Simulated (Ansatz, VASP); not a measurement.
KMgF3: VASP beside Ansatz

```
K Mg F
1.0
     4.05364    0.00000    0.00000
     0.00000    4.05364    0.00000
     0.00000    0.00000    4.05364
K Mg F
1 1 3
Direct
  0.50000 0.50000 0.50000
  0.00000 0.00000 0.00000
  0.00000 0.50000 0.00000
  0.50000 0.00000 0.00000
  0.00000 0.00000 0.50000
```

Alike in both runs: task single point; functional r2SCAN; k mesh 6 × 6 × 6; occupations gaussian, width 0.02 eV; no spin polarisation.

|  | VASP | Ansatz |
| --- | --- | --- |
| version | VASP 6.6.1 | Ansatz 0.2.0 |
| potentials or method | VASP PAW PBE potentials, release 64 (K_sv, Mg, F), cutoff 520 eV | scalar-relativistic, plane waves, PAW |
| valence electrons in the cell | 32 | 40 |

Ansatz gave:

```
gap on the k mesh at the Fermi level (eV) : 7.88
least direct gap on the mesh (eV)         : 8.20
pressure (GPa)                            : -3.8
```

Task: Which values does VASP return?

Result: gap on the k mesh at the Fermi level (eV): 7.86; least direct gap on the mesh (eV): 8.18; pressure (GPa): -4.4.

VASP's potentials were made for PBE, not for r2SCAN. VASP's potentials hold 32 valence electrons a cell and Ansatz's 40, so a difference there can come from the potentials and not from the codes.
